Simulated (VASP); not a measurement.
# Pb (C2/m) in VASP: a series of runs

Pb is run at these levels: PBE, PBE+D3(BJ); tasks: single point.

All numbers are computed with VASP 6.6.1; they aren't measurements. Logs are shortened: lines on timing, memory, paths and dates and some standing lists are left out, and cuts for length are marked.

## 1. The cell of the first run

It takes space group C2/m (No. 12, monoclinic). The conventional cell has a = 6.077 Å, b = 3.501 Å, c = 6.452 Å, α = 90.00°, β = 109.14°, γ = 90.00°. Pb (site symmetry m) has 10 Pb at 3.34 to 3.51 Å within 4.4 Å.

## 2. Single point, PBE

INCAR reads:

```
PREC = Accurate
ENCUT = 520
EDIFF = 1E-6
ISMEAR = 0
SIGMA = 0.1
LREAL = F
LASPH = T
NELM = 80
ALGO = Fast
ISIF = 2
LWAVE = F
LCHARG = T
GGA = PE
LELF = T
LVHAR = T
NBANDS = 21
```

KPOINTS reads:

```
regular mesh
0
Gamma
  6 6 4
```

POSCAR reads:

```
Pb
1.0
    3.0386068135     -1.7503199600      0.0000000000
    3.0386068135      1.7503199600      0.0000000000
   -2.1154626375      0.0000000000      6.0952248674
Pb
2
Direct
    0.0914915900      0.0914915900      0.2737078000
    0.9085084100      0.9085084100      0.7262922000
```

Potentials or basis: VASP PAW PBE potentials, release 64 (Pb_d).

Launch:

```console
> cat potpaw_PBE.64/Pb_d/POTCAR > POTCAR
> mpirun -np 1 vasp_std > vasp.out
```

OUTCAR:

```text
PREC = Accurate
   ENCUT = 520
   EDIFF = 1E-6
   ISMEAR = 0
   LREAL = F
   LASPH = T
   NELM = 80
   ISIF = 2
   GGA = PE

 ion  position               nearest neighbor table
   1  0.091  0.091  0.274-   2 3.34   2 3.41   2 3.41   2 3.45
   2  0.909  0.909  0.726-   1 3.34   1 3.41   1 3.41   1 3.45

  LATTYP: Found a base centered monoclinic cell.
 ALAT       =     6.0772136270
 B/A-ratio  =     0.5760271293
 C/A-ratio  =     1.0616534713
 COS(beta)  =    -0.3278823751

  Lattice vectors:

 A1 = (   3.0386068135,  -1.7503199600,   0.0000000000)
 A2 = (   3.0386068135,   1.7503199600,   0.0000000000)
 A3 = (  -2.1154626375,   0.0000000000,   6.0952248674)

Analysis of symmetry for initial positions (statically):
=====================================================================
 Subroutine PRICEL returns:
 Original cell was already a primitive cell.

 Routine SETGRP: Setting up the symmetry group for a
 base centered monoclinic supercell.

 Subroutine GETGRP returns: Found  4 space group operations
 (whereof  4 operations were pure point group operations)
 out of a pool of  4 trial point group operations.

The static configuration has the point symmetry C_2h.

Analysis of symmetry for dynamics (positions and initial velocities):
=====================================================================
 Subroutine PRICEL returns:
 Original cell was already a primitive cell.

 Routine SETGRP: Setting up the symmetry group for a
 base centered monoclinic supercell.

 Subroutine GETGRP returns: Found  4 space group operations
 (whereof  4 operations were pure point group operations)
 out of a pool of  4 trial point group operations.

The dynamic configuration has the point symmetry C_2h.

 Subroutine INISYM returns: Found  4 space group operations
 (whereof  4 operations are pure point group operations),
 and found     1 'primitive' translations

----------------------------------------------------------------------------------------

                                     Primitive cell

  volume of cell :      64.8353

  direct lattice vectors                    reciprocal lattice vectors
     3.038606813 -1.750319960  0.000000000     0.164549095 -0.285662057  0.057109864
     3.038606813  1.750319960  0.000000000     0.164549095  0.285662057  0.057109864
[... 76 lines left out ...]
   PREC   = accura    normal or accurate (medium, high low for compatibility)
   ISTART =      0    job   : 0-new  1-cont  2-samecut
   ICHARG =      2    charge: 1-file 2-atom 10-const
   ISPIN  =      1    spin polarized calculation?
   LNONCOLLINEAR =      F non collinear calculations
   LSORBIT =      F    spin-orbit coupling
   LASPH  =      T    aspherical Exc in radial PAW
   ENCUT  =  520.0 eV  38.22 Ry    6.18 a.u.   6.52  6.52 12.00*2*pi/ulx,y,z
   NELM   =     80;   NELMIN=  2; NELMDL= -5     # of ELM steps
   EDIFF  = 0.1E-05   stopping-criterion for ELM
   LREAL  =      F    real-space projection
   EDIFFG = 0.1E-04   stopping-criterion for IOM
   NSW    =      0    number of steps for IOM
   IBRION =     -1    ionic relax: 0-MD 1-quasi-New 2-CG
   NFREE  =      0    steps in history (QN), initial steepest desc. (CG)
   ISIF   =      2    stress and relaxation
   ISYM   =      2    0-nonsym 1-usesym 2-fastsym
   POTIM  = 0.5000    time-step for ionic-motion
   TEBEG  =    0.0;   TEEND  =   0.0 temperature during run
   PSTRESS=    0.0 pullay stress
   NELECT =      28.0000    total number of electrons
   NUPDOWN=      -1.0000    fix difference up-down
   EMIN   =  10.00;   EMAX   =-10.00  energy-range for DOS
   EFERMI =   0.00;   METHOD = LEGACY
   ISMEAR =     0;   SIGMA  =   0.10  broadening in eV -4-tet -1-fermi 0-gaus
   EFERMI_NEDOS =   21; number of points for ismear=-14 and -15
   IALGO  =     68    algorithm
   IMIX   =      4    mixing-type and parameters
     AMIX     =   0.40;   BMIX     =  1.00
     AMIX_MAG =   1.60;   BMIX_MAG =  1.00
  volume/ion in A,a.u.               =      32.42       218.77
  Fermi-wavevector in a.u.,A,eV,Ry     =   1.237438  2.338420 20.833975  1.531254
  Thomas-Fermi vector in A             =   2.372006
   LORBIT       =      0    0 simple, 1 ext, 2 COOP (PROOUT), +10 PAW based schemes
   GGA     = PE    functional components
   LHFCALC =     F    Hartree Fock is set to
   AEXX    =    0.0000 exact exchange contribution
   IVDW    =     0    specifies the selected vdW correction
   LEPSILON=     F    determine dielectric tensor
   LRPA    =     F    only Hartree local field effects (RPA)
 non-spin polarized calculation
 RMM-DIIS sequential band-by-band and
 Gauss-broadening in eV      SIGMA  =   0.10
  energy-cutoff  :      520.00
  volume of cell :       64.84
 maximum number of plane-waves:      1774
 NGX is ok and might be reduce to    28
   NGX = 13   NGY = 13   NGZ = 23

 number of electron      27.9999996 magnetization

 Free energy of the ion-electron system (eV)
  ---------------------------------------------------
  ext. energy  EPLUGINS =         0.00000000
  ---------------------------------------------------
  free energy    TOTEN  =        -6.93320846 eV

  energy without entropy =       -6.92646299  energy(sigma->0) =       -6.92983572

 E-fermi :   6.5271     XC(G=0):  -9.8205

 val. band max:        6.5046816851   @ k =   0.5000   0.3333   0.0000
 cond. band min:       6.5412713894   @ k =   0.3333   0.1667   0.0000
 fundamental gap:      0.0365897043
 Fermi energy:         6.5271093053

 k-point     1 :       0.0000    0.0000    0.0000
  band No.  band energies     occupation
      1     -10.6049      2.00000
      2     -10.5067      2.00000
      3     -10.5051      2.00000
      4     -10.5036      2.00000
      5     -10.5033      2.00000
      6     -10.4709      2.00000
[... 565 lines left out ...]
     20      16.1912      0.00000
     21      16.2904      0.00000

 [... further k-points ...]
[... 5 lines left out ...]
  --------------------------------------------------------------------------------------
  -------------------------------------------------------------------------------------
  Total        0.0747453      0.1993715      1.2153390      0.0000000      0.0000000     -0.0130489
  in kB        1.8470674      4.9267673     30.0328364      0.0000000      0.0000000     -0.3224576
  external PRESSURE =      12.2688903 kB  Pullay stress =       0.0000000 kB

 VOLUME and BASIS-vectors are now :
 -----------------------------------------------------------------------------
  energy-cutoff  :      520.00
  volume of cell :       64.84
      direct lattice vectors                 reciprocal lattice vectors
     3.038606813 -1.750319960  0.000000000     0.164549095 -0.285662057  0.057109864
     3.038606813  1.750319960  0.000000000     0.164549095  0.285662057  0.057109864
    -2.115462637  0.000000000  6.095224867     0.000000000  0.000000000  0.164062856

 POSITION                                       TOTAL-FORCE (eV/Angst)
 -----------------------------------------------------------------------------------
     -0.02300      0.00000      1.66831         0.004241      0.000000     -0.188243
      3.98476      0.00000      4.42691        -0.004241      0.000000      0.188243
 -----------------------------------------------------------------------------------
    total drift:                                0.000000      0.000000     -0.000000

  FREE ENERGIE OF THE ION-ELECTRON SYSTEM (eV)
  ---------------------------------------------------
  free  energy   TOTEN  =        -6.9332084636 eV

  energy  without entropy=       -6.9264629863  energy(sigma->0) =       -6.92983572
```

OSZICAR:

```text
N       E                     dE             d eps       ncg     rms          rms(c)
DAV:   1     0.295280306635E+03    0.29528E+03   -0.14131E+04  1974   0.159E+03
DAV:   2     0.146211986084E+02   -0.28066E+03   -0.27429E+03  1984   0.406E+02
DAV:   3    -0.624904161416E+01   -0.20870E+02   -0.20670E+02  2452   0.136E+02
DAV:   4    -0.692028854118E+01   -0.67125E+00   -0.67078E+00  2308   0.282E+01
DAV:   5    -0.695403618669E+01   -0.33748E-01   -0.33747E-01  2676   0.577E+00    0.753E-01
RMM:   6    -0.693646581211E+01    0.17570E-01   -0.29663E-02  2273   0.204E+00    0.400E-01
RMM:   7    -0.693258157663E+01    0.38842E-02   -0.20699E-02  2143   0.141E+00    0.131E-01
RMM:   8    -0.693300213747E+01   -0.42056E-03   -0.60495E-03  2623   0.103E+00    0.283E-02
RMM:   9    -0.693317764743E+01   -0.17551E-03   -0.20233E-03  3187   0.373E-01    0.183E-02
RMM:  10    -0.693320490553E+01   -0.27258E-04   -0.25774E-04  3003   0.157E-01    0.781E-03
RMM:  11    -0.693320944943E+01   -0.45439E-05   -0.64343E-05  2893   0.672E-02    0.668E-03
RMM:  12    -0.693320813726E+01    0.13122E-05   -0.14205E-05  2479   0.454E-02    0.781E-04
RMM:  13    -0.693320846357E+01   -0.32631E-06   -0.56471E-06  1800   0.196E-02
   1 F= -.69332085E+01 E0= -.69298357E+01  d E =-.674548E-02
```

Wall time 2 min (1 thread of AMD EPYC 7R13, shared host); peak memory 0.18 GiB.

What came out:

| Property | Result |
| --- | --- |
| Free energy | -6.9332 eV |
| Pressure | 1.2 GPa |
| Largest force | 0.188 eV/Å |
| Band gap on the k mesh | zero (band 14 reaches 12.73 eV, above the bottom of band 15 at 5.12 eV) |

Forces in eV/Å, atoms in the order of the input:
```
Pb   0.004  0.000 -0.188
Pb  -0.004  0.000  0.188
```

Caveat: spin-orbit coupling is left out, which moves the levels of the heavy elements.

## 3. Single point, PBE

INCAR reads:

```
PREC = Accurate ; ENCUT = 520
EDIFF = 1E-6 ; ISMEAR = 0
SIGMA = 0.1 ; LREAL = False
LASPH = True ; NELM = 100
ALGO = Fast ; ISIF = 2
LWAVE = False ; LCHARG = False
GGA = PE ; NELECT = 28.5
NBANDS = 21
```

KPOINTS reads:

```
Automatic mesh
0
Gamma
  6 6 4
```

POSCAR is that of step 2.

Potentials or basis: VASP PAW PBE potentials, release 64 (Pb_d).

Launch:

```console
> cat potpaw_PBE.64/Pb_d/POTCAR > POTCAR
> mpirun -np 1 vasp_std > vasp.out
```

OUTCAR:

```text
PREC = Accurate
   ENCUT = 520
   EDIFF = 1E-6
   ISMEAR = 0
   LREAL = False
   LASPH = True
   NELM = 100
   ISIF = 2
   GGA = PE
   NELECT = 28.5

 ion  position               nearest neighbor table
   1  0.091  0.091  0.274-   2 3.34   2 3.41   2 3.41   2 3.45
   2  0.909  0.909  0.726-   1 3.34   1 3.41   1 3.41   1 3.45

  LATTYP: Found a base centered monoclinic cell.
 ALAT       =     6.0772136270
 B/A-ratio  =     0.5760271293
 C/A-ratio  =     1.0616534713
 COS(beta)  =    -0.3278823751

  Lattice vectors:

 A1 = (   3.0386068135,  -1.7503199600,   0.0000000000)
 A2 = (   3.0386068135,   1.7503199600,   0.0000000000)
 A3 = (  -2.1154626375,   0.0000000000,   6.0952248674)

Analysis of symmetry for initial positions (statically):
=====================================================================
 Subroutine PRICEL returns:
 Original cell was already a primitive cell.

 Routine SETGRP: Setting up the symmetry group for a
 base centered monoclinic supercell.

 Subroutine GETGRP returns: Found  4 space group operations
[... 162 lines left out ...]
  ---------------------------------------------------
  free energy    TOTEN  =        -3.59638105 eV

  energy without entropy =       -3.58637605  energy(sigma->0) =       -3.59137855

 E-fermi :   6.7736     XC(G=0):  -9.9853

 val. band max:        6.7520261666   @ k =   0.5000   0.1667   0.2500
 cond. band min:       6.8224154882   @ k =   0.3333   0.0000   0.0000
 fundamental gap:      0.0703893216
 Fermi energy:         6.7736224698

 k-point     1 :       0.0000    0.0000    0.0000
  band No.  band energies     occupation
      1     -10.6183      2.00000
      2     -10.5246      2.00000
      3     -10.5204      2.00000
      4     -10.5202      2.00000
      5     -10.5184      2.00000
      6     -10.4837      2.00000
[... 565 lines left out ...]
     20      16.0162      0.00000
     21      16.1532      0.00000

 [... further k-points ...]

------------------------ aborting loop because EDIFF is reached ----------------------------------------

  FORCE on cell =-STRESS in cart. coord.  units (eV):
  Direction    XX          YY          ZZ          XY          YZ          ZX
  --------------------------------------------------------------------------------------
  -------------------------------------------------------------------------------------
  Total        5.8690925      5.7570051      5.8541144      0.0000000      0.0000000     -0.2764877
  in kB      145.0340103    142.2641637    144.6638800      0.0000000      0.0000000     -6.8324219
  external PRESSURE =     143.9873514 kB  Pullay stress =       0.0000000 kB

 VOLUME and BASIS-vectors are now :
 -----------------------------------------------------------------------------
  energy-cutoff  :      520.00
  volume of cell :       64.84
      direct lattice vectors                 reciprocal lattice vectors
     3.038606813 -1.750319960  0.000000000     0.164549095 -0.285662057  0.057109864
     3.038606813  1.750319960  0.000000000     0.164549095  0.285662057  0.057109864
    -2.115462637  0.000000000  6.095224867     0.000000000  0.000000000  0.164062856

 POSITION                                       TOTAL-FORCE (eV/Angst)
 -----------------------------------------------------------------------------------
     -0.02300      0.00000      1.66831         0.024294      0.000000     -0.191013
      3.98476      0.00000      4.42691        -0.024294      0.000000      0.191013
 -----------------------------------------------------------------------------------
    total drift:                                0.000000      0.000000     -0.000000

  FREE ENERGIE OF THE ION-ELECTRON SYSTEM (eV)
  ---------------------------------------------------
  free  energy   TOTEN  =        -3.5963810531 eV

  energy  without entropy=       -3.5863760526  energy(sigma->0) =       -3.59137855
```

OSZICAR:

```text
N       E                     dE             d eps       ncg     rms          rms(c)
DAV:   1     0.303115733749E+03    0.30312E+03   -0.14271E+04  1974   0.161E+03
DAV:   2     0.184294276200E+02   -0.28469E+03   -0.27819E+03  1984   0.413E+02
DAV:   3    -0.284682531322E+01   -0.21276E+02   -0.21025E+02  2452   0.138E+02
DAV:   4    -0.353357355521E+01   -0.68675E+00   -0.68625E+00  2308   0.285E+01
DAV:   5    -0.356797046331E+01   -0.34397E-01   -0.34396E-01  2676   0.585E+00    0.108E+00
RMM:   6    -0.360632739794E+01   -0.38357E-01   -0.27133E-02  2227   0.157E+00    0.514E-01
RMM:   7    -0.359610141629E+01    0.10226E-01   -0.25253E-02  2453   0.190E+00    0.136E-01
RMM:   8    -0.359633711438E+01   -0.23570E-03   -0.72214E-03  2936   0.832E-01    0.717E-02
RMM:   9    -0.359634538467E+01   -0.82703E-05   -0.12467E-03  2784   0.384E-01    0.142E-02
RMM:  10    -0.359638201879E+01   -0.36634E-04   -0.39659E-04  3068   0.169E-01    0.111E-02
RMM:  11    -0.359638043310E+01    0.15857E-05   -0.55399E-05  2737   0.775E-02    0.397E-03
RMM:  12    -0.359638093257E+01   -0.49947E-06   -0.18248E-05  2706   0.455E-02    0.223E-03
RMM:  13    -0.359638105312E+01   -0.12054E-06   -0.63809E-06  1786   0.215E-02
   1 F= -.35963811E+01 E0= -.35913786E+01  d E =-.100050E-01
```

stdout:

```text
POSCAR found type information on POSCAR Pb
 POSCAR found :  1 types and       2 ions
 scaLAPACK will be used
 LDA part: xc-table for (Slater+PW92), standard interpolation
 POSCAR, INCAR and KPOINTS ok, starting setup
 FFT: planning ... GRIDC
 FFT: planning ... GRID_SOFT
 FFT: planning ... GRID
 WAVECAR not read
 entering main loop
 the old and the new charge density differ
 old charge density:    28.00000 new   28.50000
    0.108E+00
```

Wall time 2.1 min (1 thread of AMD EPYC 7R13, shared host); peak memory 0.18 GiB.

What came out:

```yaml
Free_energy: -3.5964 eV
Largest_force: 0.193 eV/Å
```

Forces in eV/Å, atoms in the order of the input:
```
Pb   0.024  0.000 -0.191
Pb  -0.024  0.000  0.191
```

Caveat: the cell carries a net charge on a neutralising background, which shifts energy and pressure; the cell is charged against a uniform background, so pressure and absolute levels hang on convention; spin-orbit coupling is left out, which moves the levels of the heavy elements.

## 4. Single point, PBE+D3(BJ)

INCAR reads:

```
SYSTEM = Pb
PREC = Accurate
ENCUT = 520
EDIFF = 1E-6
ISMEAR = -1
SIGMA = 0.025851999786435532
LREAL = .False.
LASPH = .True.
NELM = 60
ALGO = Normal
ISIF = 2
LWAVE = .False.
LCHARG = .False.
GGA = PE
IVDW = 12
NBANDS = 21
```

KPOINTS reads:

```
regular mesh
0
Gamma
  6 6 4
  0 0 0
```

POSCAR is that of step 3.

Launch:

```console
> cat potpaw_PBE.64/Pb_d/POTCAR > POTCAR
> mpirun -np 1 vasp_std > vasp.out
```

It took 77 s on 1 thread of AMD EPYC 7R13, shared host; peak memory 0.19 GiB.

The run converged. Its results:

- Free energy: -7.6995 eV
- Pressure: -0.7 GPa
- Largest force: 0.199 eV/Å
- Band gap on the k mesh: zero (band 14 reaches 12.73 eV, above the bottom of band 15 at 5.12 eV)
- Dispersion energy per atom: -0.384 eV

Forces on the atoms (eV/Å):
```
Pb   0.011  0.000 -0.198
Pb  -0.011  0.000  0.198
```

Stress tensor (GPa, compression positive):
```
-1.77  0.00 -0.04
 0.00 -1.50  0.00
-0.04  0.00  1.06
```

Levels at points of the mesh, in eV from the Fermi level:
```
           k point  band 11  band 12  band 13  band 14  band 15  band 16  band 17  band 18
(0.00, 0.00, 0.00)   -11.49    -8.40    -3.98     6.21     6.40     6.44     6.51     6.63
(0.50, 0.00, 0.00)    -8.25    -6.65    -3.52    -2.47     0.33     3.02     3.43     4.05
(0.50, 0.50, 0.00)    -7.63    -7.61    -3.22    -2.81     1.95     2.37     2.81     5.33
(0.00, 0.00, 0.50)   -10.88    -9.88    -0.24     0.62     5.59     5.63     7.53     7.69
(0.50, 0.00, 0.50)    -7.65    -7.56    -3.15    -2.81     1.76     2.34     2.76     5.27
(0.50, 0.50, 0.50)    -8.32    -6.59    -3.55    -2.37     0.13     3.06     3.35     4.10
```

Caveat: spin-orbit coupling is left out, which moves the levels of the heavy elements; pairwise dispersion overbinds metals, which lowers pressure and volume.
